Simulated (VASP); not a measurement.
Input of a VASP 6.6.1 run:

File INCAR:

```
SYSTEM = Au
PREC = Accurate ; ENCUT = 520
EDIFF = 1E-6 ; ISMEAR = -1
SIGMA = 0.1 ; LREAL = .FALSE.
LASPH = .TRUE. ; NELM = 80
ALGO = Normal ; ISIF = 2
LWAVE = .FALSE. ; LCHARG = .TRUE.
GGA = CA ; LELF = .TRUE.
LVHAR = .TRUE. ; NBANDS = 12
```

KPOINTS

```
Automatic mesh
0
G
  17 17 17
  0 0 0
```

Contents of POSCAR:

```
Au
1.0
    0.0000000000      1.9627988934      1.9627988934
    1.9627988934      0.0000000000      1.9627988934
    1.9627988934      1.9627988934      0.0000000000
Au
1
Direct
    0.0000000000      0.0000000000      0.0000000000
```

Potentials or basis: VASP PAW LDA potentials, release 64 (Au).

Launch:

```console
$ cat potpaw_LDA.64/Au/POTCAR > POTCAR
$ mpirun -np 1 vasp_std > vasp.out
```

Task: Estimate the pressure.

Result: 23.7 GPa.
